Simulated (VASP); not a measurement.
# SnO (P4/nmm) in VASP: a series of runs

The runs below take SnO through relaxation of shape and atoms at fixed volume, relaxation of cell and atoms, with r2SCAN.

All numbers are computed with VASP 6.6.1; they aren't measurements. Logs are shortened: lines on timing, memory, paths and dates and some standing lists are left out, and cuts for length are marked.

### Step 1. The cell of the first run

It takes space group P4/nmm (No. 129, tetragonal). The conventional cell has a = 3.770 Å, b = 3.770 Å, c = 4.881 Å, α = 90.00°, β = 90.00°, γ = 90.00°. Within 2.9 Å of Sn (site symmetry 4mm) lie 4 O at 2.20 Å. Within 2.9 Å of O (site symmetry -4m2) lie 4 Sn at 2.20 Å and 4 O at 2.67 Å.

### Step 2. Relaxation of shape and atoms at fixed volume, r2SCAN (17.35 Å³/atom)

File POSCAR:

```
SnO
1.0
    3.7702293514      0.0000000000      0.0000000000
    0.0000000000      3.7702293514      0.0000000000
    0.0000000000      0.0000000000      4.8810607534
Sn O
2 2
Direct
    0.5000000000      0.0000000000      0.2325790935
    0.0000000000      0.5000000000      0.7674209065
    0.0000000000      0.0000000000      0.0000000000
    0.5000000000      0.5000000000      0.0000000000
```

File INCAR.step1:

```
PREC = Accurate
ENCUT = 600
ISMEAR = 0
SIGMA = 0.01
LREAL = False
LASPH = True
NELM = 60
GGA = PE
ALGO = Normal
EDIFF = 1E-4
LWAVE = True
LCHARG = False
KPAR = 4
```

File INCAR.step2:

```
PREC = Accurate
ENCUT = 600
EDIFF = 1E-6
ISMEAR = 0
SIGMA = 0.01
LREAL = False
LASPH = True
NELM = 60
ALGO = Normal
ISIF = 4
LWAVE = False
LCHARG = False
METAGGA = R2SCAN
LMIXTAU = True
IBRION = 2
NSW = 50
EDIFFG = -0.01
ISTART = 1
KPAR = 4
```

File KPOINTS:

```
regular mesh
0
Gamma
  10 10 8
```

Potentials or basis: VASP PAW PBE potentials, release 64 (Sn_d, O).

Started as:

```
> cat potpaw_PBE.64/Sn_d/POTCAR potpaw_PBE.64/O/POTCAR > POTCAR
> cp INCAR.step1 INCAR
> mpirun -np 4 vasp_std > vasp.out
> cp INCAR.step2 INCAR
> mpirun -np 4 vasp_std > vasp.out
```

OUTCAR:

```text
PREC = Accurate
   ENCUT = 600
   EDIFF = 1E-6
   ISMEAR = 0
   LREAL = False
   LASPH = True
   NELM = 60
   ISIF = 4
   METAGGA = R2SCAN
   IBRION = 2
   NSW = 50
   EDIFFG = -0.01
   ISTART = 1

 ion  position               nearest neighbor table
   1  0.500  0.000  0.233-   3 2.20   4 2.20   4 2.20   3 2.20   2 3.50   2 3.50   2 3.50   2 3.50
                             2 3.73   2 3.73   2 3.73   2 3.73
   2  0.000  0.500  0.767-   3 2.20   4 2.20   3 2.20   4 2.20   1 3.50   1 3.50   1 3.50   1 3.50
                             1 3.73   1 3.73   1 3.73   1 3.73
   3  0.000  0.000  0.000-   1 2.20   2 2.20   2 2.20   1 2.20
   4  0.500  0.500  0.000-   1 2.20   2 2.20   1 2.20   2 2.20

  LATTYP: Found a simple tetragonal cell.
 ALAT       =     3.7702293514
 C/A-ratio  =     1.2946323150

  Lattice vectors:

 A1 = (   3.7702293514,   0.0000000000,   0.0000000000)
 A2 = (   0.0000000000,   3.7702293514,   0.0000000000)
 A3 = (   0.0000000000,   0.0000000000,   4.8810607534)

Analysis of symmetry for initial positions (statically):
=====================================================================
 Subroutine PRICEL returns:
 Original cell was already a primitive cell.

 Routine SETGRP: Setting up the symmetry group for a
 simple tetragonal supercell.

 Subroutine GETGRP returns: Found 16 space group operations
 (whereof  8 operations were pure point group operations)
 out of a pool of 16 trial point group operations.

The static configuration has the point symmetry D_2d.
 The point group associated with its full space group is D_4h.

Analysis of symmetry for dynamics (positions and initial velocities):
=====================================================================
 Subroutine PRICEL returns:
 Original cell was already a primitive cell.

 Routine SETGRP: Setting up the symmetry group for a
 simple tetragonal supercell.

 Subroutine GETGRP returns: Found 16 space group operations
 (whereof  8 operations were pure point group operations)
 out of a pool of 16 trial point group operations.

The dynamic configuration has the point symmetry D_2d.
 The point group associated with its full space group is D_4h.

 Subroutine INISYM returns: Found 16 space group operations
 (whereof  8 operations are pure point group operations),
 and found     1 'primitive' translations

----------------------------------------------------------------------------------------

                                     Primitive cell

  volume of cell :      69.3825

  direct lattice vectors                    reciprocal lattice vectors
     3.770229351  0.000000000  0.000000000     0.265235854  0.000000000  0.000000000
     0.000000000  3.770229351  0.000000000     0.000000000  0.265235854  0.000000000
     0.000000000  0.000000000  4.881060753     0.000000000  0.000000000  0.204873500

  length of vectors
     3.770229351  3.770229351  4.881060753     0.265235854  0.265235854  0.204873500

  position of ions in fractional coordinates (direct lattice)
     0.500000000  0.000000000  0.232579094
     0.000000000  0.500000000  0.767420907
     0.000000000  0.000000000  0.000000000
     0.500000000  0.500000000  0.000000000

  ion indices of the primitive-cell ions
   primitive index   ion index
                 1           1
                 2           2
                 3           3
                 4           4

----------------------------------------------------------------------------------------

 KPOINTS: regular mesh

Automatic generation of k-mesh.
 Grid dimensions read from file:
 generate k-points for:   10   10    8

 Generating k-lattice:

  Cartesian coordinates                     Fractional coordinates (reciprocal lattice)
     0.026523585  0.000000000  0.000000000     0.100000000  0.000000000  0.000000000
     0.000000000  0.026523585  0.000000000     0.000000000  0.100000000  0.000000000
     0.000000000  0.000000000  0.025609187     0.000000000  0.000000000  0.125000000

  Length of vectors
     0.026523585  0.026523585  0.025609187

  Shift w.r.t. Gamma in fractional coordinates (k-lattice)
     0.000000000  0.000000000  0.000000000

 Subroutine IBZKPT returns following result:
 ===========================================

 Found    105 irreducible k-points:

 Following reciprocal coordinates:
            Coordinates               Weight
  0.000000  0.000000  0.000000      1.000000
  0.100000  0.000000  0.000000      4.000000
  0.200000  0.000000  0.000000      4.000000
  0.300000  0.000000  0.000000      4.000000
  0.400000  0.000000  0.000000      4.000000
  0.500000  0.000000  0.000000      2.000000
[... 16 lines left out ...]
  0.100000  0.000000  0.125000      8.000000
  0.200000  0.000000  0.125000      8.000000
 [... further k-points ...]
   k-points           NKPTS =    105   k-points in BZ     NKDIM =    105   number of bands    NBANDS=     24
   number of dos      NEDOS =    301   number of ions     NIONS =      4
   total plane-waves  NPLWV =  36000
   dimension x,y,z NGX =    30 NGY =   30 NGZ =   40
   dimension x,y,z NGXF=    60 NGYF=   60 NGZF=   80
   ions per type =               2   2
   NGX,Y,Z   is equivalent  to a cutoff of  13.23, 13.23, 13.62 a.u.
   NGXF,Y,Z  is equivalent  to a cutoff of  26.46, 26.46, 27.25 a.u.
 SYSTEM =  unknown system
   PREC   = accura    normal or accurate (medium, high low for compatibility)
   ISTART =      1    job   : 0-new  1-cont  2-samecut
   ICHARG =      0    charge: 1-file 2-atom 10-const
   ISPIN  =      1    spin polarized calculation?
   LNONCOLLINEAR =      F non collinear calculations
   LSORBIT =      F    spin-orbit coupling
   LASPH  =      T    aspherical Exc in radial PAW
   ENCUT  =  600.0 eV  44.10 Ry    6.64 a.u.   7.53  7.53  9.75*2*pi/ulx,y,z
   NELM   =     60;   NELMIN=  2; NELMDL=  0     # of ELM steps
   EDIFF  = 0.1E-05   stopping-criterion for ELM
   LREAL  =      F    real-space projection
   EDIFFG = -.1E-01   stopping-criterion for IOM
   NSW    =     50    number of steps for IOM
   IBRION =      2    ionic relax: 0-MD 1-quasi-New 2-CG
   NFREE  =      1    steps in history (QN), initial steepest desc. (CG)
   ISIF   =      4    stress and relaxation
   ISYM   =      2    0-nonsym 1-usesym 2-fastsym
   POTIM  = 0.5000    time-step for ionic-motion
   TEBEG  =    0.0;   TEEND  =   0.0 temperature during run
   PSTRESS=    0.0 pullay stress
   NELECT =      40.0000    total number of electrons
   NUPDOWN=      -1.0000    fix difference up-down
   EMIN   =  10.00;   EMAX   =-10.00  energy-range for DOS
   EFERMI =   0.00;   METHOD = LEGACY
   ISMEAR =     0;   SIGMA  =   0.01  broadening in eV -4-tet -1-fermi 0-gaus
   EFERMI_NEDOS =   21; number of points for ismear=-14 and -15
   IALGO  =     38    algorithm
   IMIX   =      4    mixing-type and parameters
     AMIX     =   0.40;   BMIX     =  1.00
     AMIX_MAG =   1.60;   BMIX_MAG =  1.00
  volume/ion in A,a.u.               =      17.35       117.05
  Fermi-wavevector in a.u.,A,eV,Ry     =   1.362526  2.574801 25.258917  1.856478
  Thomas-Fermi vector in A             =   2.489008
   LORBIT       =      0    0 simple, 1 ext, 2 COOP (PROOUT), +10 PAW based schemes
   METAGGA = R2SCAN    functional components
   LHFCALC =     F    Hartree Fock is set to
   AEXX    =    0.0000 exact exchange contribution
   IVDW    =     0    specifies the selected vdW correction
   LEPSILON=     F    determine dielectric tensor
   LRPA    =     F    only Hartree local field effects (RPA)
 conjugate gradient relaxation of ions
 non-spin polarized calculation
 Gauss-broadening in eV      SIGMA  =   0.01
  energy-cutoff  :      600.00
  volume of cell :       69.38
 maximum number of plane-waves:      2340
   NGX = 15   NGY = 15   NGZ = 19

--------------------------------------- Ionic step        1  -------------------------------------------

 number of electron      40.0000018 magnetization

 Free energy of the ion-electron system (eV)
  ---------------------------------------------------
  ext. energy  EPLUGINS =         0.00000000
  ---------------------------------------------------
  free energy    TOTEN  =       -66.88171694 eV

  energy without entropy =      -66.88171694  energy(sigma->0) =      -66.88171694

------------------------ aborting loop because EDIFF is reached ----------------------------------------

  FORCE on cell =-STRESS in cart. coord.  units (eV):
  Direction    XX          YY          ZZ          XY          YZ          ZX
  --------------------------------------------------------------------------------------
  -------------------------------------------------------------------------------------
  Total        1.7383880      1.7383880      1.3513577      0.0000000      0.0000000      0.0000000
  in kB       40.1427903     40.1427903     31.2055007      0.0000000      0.0000000      0.0000000
  external PRESSURE =      37.1636937 kB  Pullay stress =       0.0000000 kB
[... 137 lines left out ...]
  energy  without entropy=      -66.9046087518  energy(sigma->0) =      -66.90460875

--------------------------------------- Ionic step        5  -------------------------------------------

 number of electron      40.0000029 magnetization

 Free energy of the ion-electron system (eV)
  ---------------------------------------------------
  ext. energy  EPLUGINS =         0.00000000
  ---------------------------------------------------
  free energy    TOTEN  =       -66.90613720 eV

  energy without entropy =      -66.90613720  energy(sigma->0) =      -66.90613720

 E-fermi :   7.3520     XC(G=0): -10.9980

 val. band max:        7.2979405270   @ k =   0.0000   0.0000   0.0000
 cond. band min:       7.4049977564   @ k =   0.5000   0.5000   0.0000
 fundamental gap:      0.1070572294
 Fermi energy:         7.3520133452

 k-point     1 :       0.0000    0.0000    0.0000
  band No.  band energies     occupation
      1     -15.7023      2.00000
      2     -15.1386      2.00000
      3     -15.1304      2.00000
      4     -15.1304      2.00000
      5     -15.0813      2.00000
      6     -15.0602      2.00000
[... 637 lines left out ...]
     23      11.9313      0.00000
     24      12.8975      0.00000

 [... further k-points ...]

------------------------ aborting loop because EDIFF is reached ----------------------------------------

  FORCE on cell =-STRESS in cart. coord.  units (eV):
  Direction    XX          YY          ZZ          XY          YZ          ZX
  --------------------------------------------------------------------------------------
  -------------------------------------------------------------------------------------
  Total        0.3525208      0.3525208      0.3547328      0.0000000      0.0000000      0.0000000
  in kB        8.1403958      8.1403958      8.1914769      0.0000000      0.0000000      0.0000000
  external PRESSURE =       8.1574228 kB  Pullay stress =       0.0000000 kB
[... 19 lines left out ...]
  FREE ENERGIE OF THE ION-ELECTRON SYSTEM (eV)
  ---------------------------------------------------
  free  energy   TOTEN  =       -66.9061372010 eV

  energy  without entropy=      -66.9061372010  energy(sigma->0) =      -66.90613720

 reached required accuracy - stopping structural energy minimisation
```

Run time: 18 min. Hardware: 4 MPI ranks of Oxide Virtual Turin-like, shared host; peak memory 0.31 GiB.

Results:

| Quantity | Value |
| --- | --- |
| Free energy | -66.9061 eV |
| Energy gained by relaxing | 6.1 meV/atom |
| Ionic steps | 5 |
| Pressure after relaxing | 0.8 GPa |
| Largest force after relaxing | 0.005 eV/Å |
| Band gap on the k mesh | 0.11 eV (least direct gap 2.25 eV) |

Forces in eV/Å, atoms in the order of the input:
```
Sn   0.000  0.000  0.005
Sn   0.000  0.000 -0.005
O    0.000  0.000  0.000
O    0.000  0.000  0.000
```

Step by step:
```
step  energy change (eV)  largest force (eV/Å)  pressure (GPa)  volume (Å³)
   1              0.0000                0.6077            3.72        69.38
   2             -0.0194                0.0041            1.57        69.38
   3             -0.0195                0.0394            1.43        69.38
   4             -0.0229                0.0182            1.15        69.38
   5             -0.0244                0.0048            0.82        69.38
```

Final structure:
```xyz
4
Lattice="3.8033 0.0000 0.0000 0.0000 3.8033 0.0000 0.0000 0.0000 4.7965" Properties=species:S:1:pos:R:3 pbc="T T T"
Sn    1.9017    0.0000    1.1501
Sn    0.0000    1.9017    3.6464
O     0.0000    0.0000    0.0000
O     1.9017    1.9017    0.0000
```

Caveat: semilocal functionals underestimate gaps, and a narrow one can read as zero; the PAW data sets were made with another functional, which shifts forces and pressure a little; spin-orbit coupling is left out, which moves the levels of the heavy elements.

### Step 3. Relaxation of cell and atoms, r2SCAN

This run uses another cell than the first one, of 17.46 Å³/atom.

File POSCAR:

```
SnO
1.0
    3.7986000000      0.0000000000      0.0000000000
    0.0000000000      3.7986000000      0.0000000000
    0.0000000000      0.0000000000      4.8408000000
Sn O
2 2
Direct
    0.5000000000      0.0000000000      0.2369000000
    0.0000000000      0.5000000000      0.7631000000
    0.0000000000      0.0000000000      0.0000000000
    0.5000000000      0.5000000000      0.0000000000
```

File INCAR.step1:

```
ALGO = Normal ; EDIFF = 1E-4
ENCUT = 600 ; GGA = PE
ISMEAR = 0 ; KPAR = 4
LASPH = T ; LCHARG = F
LREAL = F ; LWAVE = T
NELM = 100 ; PREC = Accurate
SIGMA = 0.01
```

File INCAR.step2:

```
ALGO = Normal ; EDIFF = 1E-7
EDIFFG = -0.005 ; ENCUT = 600
IBRION = 2 ; ISIF = 3
ISMEAR = 0 ; ISTART = 1
KPAR = 4 ; LASPH = T
LCHARG = F ; LMIXTAU = T
LREAL = F ; LWAVE = F
METAGGA = R2SCAN ; NELM = 100
NSW = 100 ; PREC = Accurate
SIGMA = 0.01
```

File KPOINTS:

```
k-points
0
Gamma
  10 10 8
```

Potentials or basis: VASP PAW PBE potentials, release 64 (Sn_d, O).

Started as:

```
> cat potpaw_PBE.64/Sn_d/POTCAR potpaw_PBE.64/O/POTCAR > POTCAR
> cp INCAR.step1 INCAR
> mpirun -np 4 vasp_std > vasp.out
> cp INCAR.step2 INCAR
> mpirun -np 4 vasp_std > vasp.out
```

It took 53 min on 4 MPI ranks of Oxide Virtual Turin-like, shared host; peak memory 0.31 GiB.

Results (log left out):

```
Free energy                           : -66.9113 eV
Relaxed volume                        : 17.81 Å³/atom
Relaxed cell                          : a = 3.812 Å, b = 3.812 Å, c = 4.901 Å, α = 90.00°, β = 90.00°, γ = 90.00°
Space group after relaxing (to 0.1 Å) : P4/nmm (No. 129)
Energy gained by relaxing             : 0.9 meV/atom
Ionic steps                           : 13
Pressure after relaxing               : 0.0 GPa
Largest force after relaxing          : 0.005 eV/Å
Band gap on the k mesh                : 0.29 eV (least direct gap 2.34 eV)
```

Forces in eV/Å, atoms in the order of the input:
```
Sn   0.000  0.000 -0.005
Sn   0.000  0.000  0.005
O    0.000  0.000  0.000
O    0.000  0.000  0.000
```

The path:
```csv
step,energy change (eV),largest force (eV/Å),pressure (GPa),volume (Å³)
1,0.0000,0.1397,1.22,69.85
2,0.0007,0.2639,-1.13,71.20
3,-0.0028,0.0537,0.09,70.48
4,-0.0028,0.0576,0.07,70.49
5,-0.0031,0.0363,0.04,70.62
6,-0.0031,0.0252,-0.06,70.98
7,-0.0032,0.0052,-0.01,70.80
8,-0.0034,0.0043,0.04,70.86
9,-0.0035,0.0201,0.13,70.96
10,-0.0034,0.0524,0.32,71.16
11,-0.0036,0.0311,0.19,71.02
12,-0.0036,0.0135,0.10,71.12
13,-0.0037,0.0047,0.01,71.22
```

Final structure:
```xyz
4
Lattice="3.8121 0.0000 0.0000 0.0000 3.8121 0.0000 0.0000 0.0000 4.9011" Properties=species:S:1:pos:R:3 pbc="T T T"
Sn    1.9060    0.0000    1.1519
Sn    0.0000    1.9060    3.7492
O     0.0000    0.0000    0.0000
O     1.9060    1.9060    0.0000
```

Levels at points of the mesh, in eV from the valence-band top:
| k point | band 16 | band 17 | band 18 | band 19 | band 20 | band 21 | band 22 | band 23 | band 24 |
| --- | --- | --- | --- | --- | --- | --- | --- | --- | --- |
| (0.00, 0.00, 0.00) | -6.65 | -3.84 | -3.53 | -3.53 | 0.00 | 2.37 | 4.49 | 4.94 | 4.94 |
| (0.50, 0.00, 0.00) | -5.36 | -5.21 | -5.21 | -2.90 | -2.90 | 3.41 | 3.41 | 6.22 | 6.22 |
| (0.50, 0.50, 0.00) | -5.50 | -2.86 | -2.86 | -2.09 | -2.09 | 0.29 | 0.29 | 4.75 | 4.75 |
| (0.00, 0.00, 0.50) | -3.90 | -3.55 | -3.55 | -3.18 | -2.50 | 1.99 | 3.22 | 3.22 | 3.85 |
| (0.50, 0.00, 0.50) | -5.79 | -5.18 | -5.18 | -1.97 | -1.97 | 2.74 | 2.74 | 5.74 | 5.74 |
| (0.50, 0.50, 0.50) | -5.90 | -2.86 | -2.86 | -2.83 | -2.83 | 2.52 | 2.52 | 4.27 | 4.27 |

Caveat: semilocal functionals underestimate gaps, and a narrow one can read as zero; the PAW data sets were made with another functional, which shifts forces and pressure a little; spin-orbit coupling is left out, which moves the levels of the heavy elements.
